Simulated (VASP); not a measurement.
A run of VASP 6.6.1:

File INCAR:

```
PREC = Accurate
ENCUT = 600
EDIFF = 1E-6
ISMEAR = -1
SIGMA = 0.05
LREAL = F
LASPH = T
NELM = 60
ALGO = Fast
ISIF = 3
LWAVE = F
LCHARG = F
GGA = PE
IBRION = 2
NSW = 60
EDIFFG = -0.01
PSTRESS = 50.0
```

Contents of KPOINTS:

```
Automatic mesh
0
Gamma
  11 11 6
```

Contents of POSCAR:

```
Re
1.0
    2.7608000000      0.0000000000      0.0000000000
   -1.3804000000      2.3909229348      0.0000000000
    0.0000000000      0.0000000000      4.4582000000
Re
2
Direct
    0.6666666667      0.3333333333      0.7500000000
    0.3333333333      0.6666666667      0.2500000000
```

Potentials or basis: VASP PAW PBE potentials, release 64 (Re).

Run with:

```bash
$ cat potpaw_PBE.64/Re/POTCAR > POTCAR
$ mpirun -np 1 vasp_std > vasp.out
```

Hardware: 1 thread of Intel(R) Xeon(R) 6975P-C (Granite Rapids), with other jobs on the host.

Q: Estimate the wall time of this run.

A: Wall time 22 s on 1 thread of Intel(R) Xeon(R) 6975P-C (Granite Rapids) (shared host), peak memory 0.17 GiB. Counts: scf iterations 30, k points 64, ion steps 3.
